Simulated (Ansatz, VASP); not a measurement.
## One calculation of Cd3S5, two programs

```xyz
8
Lattice="6.8221 0.0000 0.0000 -3.4110 5.9081 0.0000 0.0000 0.0000 5.4424" Properties=species:S:1:pos:R:3 pbc="T T T"
Cd    4.3197    0.0000    2.7212
Cd   -2.1599    3.7410    2.7212
Cd    1.2512    2.1671    2.7212
S     0.0000    3.9387    1.1797
S     0.0000    3.9387    4.2626
S     3.4110    1.9694    4.2626
S     3.4110    1.9694    1.1797
S     0.0000    0.0000    2.7212
```

Alike in both runs: task relaxation of cell and atoms; functional PBE; k mesh 6 × 6 × 6; occupations gaussian, width 0.1 eV; no spin polarisation.

|  | VASP | Ansatz |
| --- | --- | --- |
| version | VASP 6.6.1 | Ansatz 0.2.0 |
| potentials or method | VASP PAW PBE potentials, release 64 (Cd, S), cutoff 600 eV | scalar-relativistic, plane waves, PAW |
| valence electrons in the cell | 66 | 90 |

Ansatz gave:

- gap on the k mesh at the Fermi level, each at its own relaxed structure (eV): none
- relaxed volume (Å³/atom): 27.23
- relaxed cell length with the largest relative difference (Å): 7.079

Q: Estimate VASP's values.

A: gap on the k mesh at the Fermi level, each at its own relaxed structure (eV): none; relaxed volume (Å³/atom): 27.31; relaxed cell length with the largest relative difference (Å): 7.091.

A gap of «none» marks a metal or a gap that the smearing closes. VASP's potentials hold 66 valence electrons a cell and Ansatz's 90, so a difference there can come from the potentials and not from the codes.
